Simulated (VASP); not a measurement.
Input of a VASP 6.6.1 run:

INCAR

```
PREC = Accurate ; ENCUT = 650
EDIFF = 1E-7 ; ISMEAR = 0
SIGMA = 0.05 ; LREAL = F
LASPH = T ; NELM = 120
ALGO = Normal ; ISIF = 2
LWAVE = F ; LCHARG = F
GGA = PS ; IBRION = 2
NSW = 80 ; EDIFFG = -0.02
NELECT = 88.0 ; GGA_COMPAT = F
NELMIN = 4 ; KPAR = 4
```

The input KPOINTS:

```
regular mesh
0
Gamma
  4 4 4
```

The input POSCAR:

```
Li16S7
1.0
    0.0000000000      5.6541569289      5.6541569289
    5.6541569289      0.0000000000      5.6541569289
    5.6541569289      5.6541569289      0.0000000000
Li S
16 7
Direct
    0.1250000000      0.1250000000      0.1250000000
    0.1250000000      0.1250000000      0.6250000000
    0.1250000000      0.6250000000      0.1250000000
    0.1250000000      0.6250000000      0.6250000000
    0.6250000000      0.1250000000      0.1250000000
    0.6250000000      0.1250000000      0.6250000000
    0.6250000000      0.6250000000      0.1250000000
    0.6250000000      0.6250000000      0.6250000000
    0.3750000000      0.3750000000      0.3750000000
    0.3750000000      0.3750000000      0.8750000000
    0.3750000000      0.8750000000      0.3750000000
    0.3750000000      0.8750000000      0.8750000000
    0.8750000000      0.3750000000      0.3750000000
    0.8750000000      0.3750000000      0.8750000000
    0.8750000000      0.8750000000      0.3750000000
    0.8750000000      0.8750000000      0.8750000000
    0.0000000000      0.5000000000     -0.2500000000
    0.0000000000      0.0000000000      0.5000000000
    0.0000000000      0.0000000000      0.0000000000
    0.5000000000      0.5000000000      0.5000000000
    0.5000000000      0.5000000000      0.0000000000
    0.5000000000      0.0000000000      0.5000000000
    0.5000000000      0.0000000000      0.0000000000
```

Potentials or basis: VASP PAW PBE potentials, release 64 (Li_sv, S).

Run with:

```sh
$ cat potpaw_PBE.64/Li_sv/POTCAR potpaw_PBE.64/S/POTCAR > POTCAR
$ mpirun -np 4 vasp_std > vasp.out
```

(1) Predict the energy gained by relaxing.

Results:

(1) 528.3 meV/atom.

Caveat: the cell carries a net charge on a neutralising background, which shifts energy and pressure; the cell differs from its parent crystal (atoms taken out).
